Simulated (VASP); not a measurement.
Wanted: the native input for a VASP 6.6.1 run.

```
Task                   : single point
Functional             : PBE
Potentials or basis    : VASP PAW PBE potentials, release 64 (Dy)
Cutoff                 : 520 eV
k mesh                 : 9 × 9 × 5
Occupations            : fermi-dirac, width 0.05 eV
Spin                   : collinear spin, ferromagnetic start
Starting moments       : [5.0, 5.0] μB
Dipole correction      : no
Further INCAR settings : ALGO = Normal; EDIFF = 1e-06; NBANDS = 31
```

The structure of Dy lies in POSCAR:

```
Dy
1.0
    3.5662033008      0.0000000000      0.0000000000
   -1.7831016504      3.0884226535      0.0000000000
    0.0000000000      0.0000000000      5.6095961734
Dy
2
Direct
    0.6666666667      0.3333333333      0.7500000000
    0.3333333333      0.6666666667      0.2500000000
```

One way to write it, as run:

INCAR

```
SYSTEM = Dy
PREC = Accurate ; ENCUT = 520
EDIFF = 1E-6 ; ISMEAR = -1
SIGMA = 0.05 ; LREAL = .False.
LASPH = .True. ; NELM = 150
ALGO = Normal ; ISIF = 2
LWAVE = .False. ; LCHARG = .False.
ISPIN = 2 ; MAGMOM = 5 5
LORBIT = 11 ; LMAXMIX = 6
GGA = PE ; NBANDS = 31
```

KPOINTS

```
Automatic mesh
0
Gamma
  9 9 5
  0 0 0
```

Potentials or basis: VASP PAW PBE potentials, release 64 (Dy).

Run with:

```bash
$ cat potpaw_PBE.64/Dy/POTCAR > POTCAR
$ mpirun -np 1 vasp_std > vasp.out
```

Results of the run:

* Pressure: 2.4 GPa
* Net moment: 9.62 μB per cell
* Site moments: Dy +4.63 μB
* Valence electrons inside the program's atomic spheres: Dy 17.78

Caveat: the magnetic or orbital state may not be the lowest.

It took 5.9 min on 1 thread of Intel(R) Xeon(R) Platinum 8488C (Sapphire Rapids) (shared host), peak memory 0.28 GiB.
